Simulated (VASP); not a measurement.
ScTe2, 3 atoms in the cell. Symmetry: Fm-3m, No. 225, cubic system. Conventional cell: a = 7.158 Å, b = 7.158 Å, c = 7.158 Å, α = 90.00°, β = 90.00°, γ = 90.00°. Sc (site symmetry m-3m) has 8 Te at 3.10 Å within 4.1 Å. Te (site symmetry -43m) has 4 Sc at 3.10 Å and 6 Te at 3.58 Å within 4.1 Å. 

| Item | Value |
| --- | --- |
| Program | VASP 6.6.1 |
| Task | single point |
| Functional | PBE |
| Potentials or basis | VASP PAW PBE potentials, release 64 (Sc_sv, Te) |
| Cutoff | 520 eV |
| k mesh | 4 × 4 × 4 |
| Occupations | gaussian, width 0.1 eV |
| Spin | no spin polarisation |
| Dipole correction | no |
| Further INCAR settings | ALGO = Normal; EDIFF = 1e-06; NBANDS = 18 |

Potentials or basis: VASP PAW PBE potentials, release 64 (Sc_sv, Te).

The run is started by

```sh
$ cat potpaw_PBE.64/Sc_sv/POTCAR potpaw_PBE.64/Te/POTCAR > POTCAR
$ mpirun -np 1 vasp_std > vasp.out
```

Hardware: 1 thread of AMD EPYC 7R43 64-Core Processor (Zen 3), on a shared host.

Q: How long does it take, and how much memory?

A: It took 33 s on 1 thread of AMD EPYC 7R43 64-Core Processor (Zen 3), on a shared host, peak memory 0.2 GiB. Counts: scf iterations 14, k points 8.
